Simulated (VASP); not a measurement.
# MgO: single point with PBEsol

Crystal: MgO.

```xyz
2
Lattice="0.0000 2.1076 2.1076 2.1076 0.0000 2.1076 2.1076 2.1076 0.0000" Properties=species:S:1:pos:R:3 pbc="T T T"
Mg    0.0798    0.0532    0.0000
O     1.9864    2.0268    2.1076
```

This cell differs from its parent crystal: mode 4 frozen in at -0.121 Å and mode 5 at -0.081 Å (largest displacements).

- Program: VASP 6.6.1
- Task: single point
- Functional: PBEsol
- Potentials or basis: VASP PAW PBE potentials, release 64 (Mg, O)
- Cutoff: 520 eV
- k mesh: 10 × 10 × 10
- Occupations: gaussian, width 0.05 eV
- Spin: no spin polarisation
- Dipole correction: no
- Further INCAR settings: ALGO = Normal; EDIFF = 1e-06; NBANDS = 11

```yaml
Pressure: 5.3 GPa
Largest_force: 1.486 eV/Å
Band_gap_on_the_k_mesh: 4.59 eV, direct
```

Forces in eV/Å, atoms in the order of the input:
```
Mg  -1.319 -0.685  0.000
O    1.319  0.685  0.000
```

Stress tensor (GPa, compression positive):
```
13.03 -1.93  0.00
-1.93  4.49  0.00
 0.00  0.00 -1.71
```

Levels at points of the mesh, in eV from the valence-band top:
```
           k point  band 2  band 3  band 4  band 5  band 6  band 7
(0.00, 0.00, 0.00)   -0.09    0.00    0.00    4.59   15.66   15.90
(0.50, 0.00, 0.00)   -4.62   -0.63   -0.56    7.71   12.18   16.07
(0.00, 0.00, 0.50)   -4.62   -0.71   -0.61    7.84   12.33   16.13
(0.50, 0.50, 0.00)   -4.09   -1.40   -1.33    9.12    9.61   13.01
(0.00, 0.50, 0.50)   -4.05   -1.34   -1.33    9.03    9.52   13.02
(0.50, 0.00, 0.50)   -4.07   -1.37   -1.33    9.09    9.56   13.02
```

Wall time 30 s on 1 thread of Intel(R) Xeon(R) Platinum 8559C (Emerald Rapids), with other jobs on the host, peak memory 0.18 GiB.

Caveat: the cell differs from its parent crystal (mode 4 frozen in at -0.121 Å and mode 5 at -0.081 Å (largest displacements)); the PAW data sets were made with another functional, which shifts forces and pressure a little.
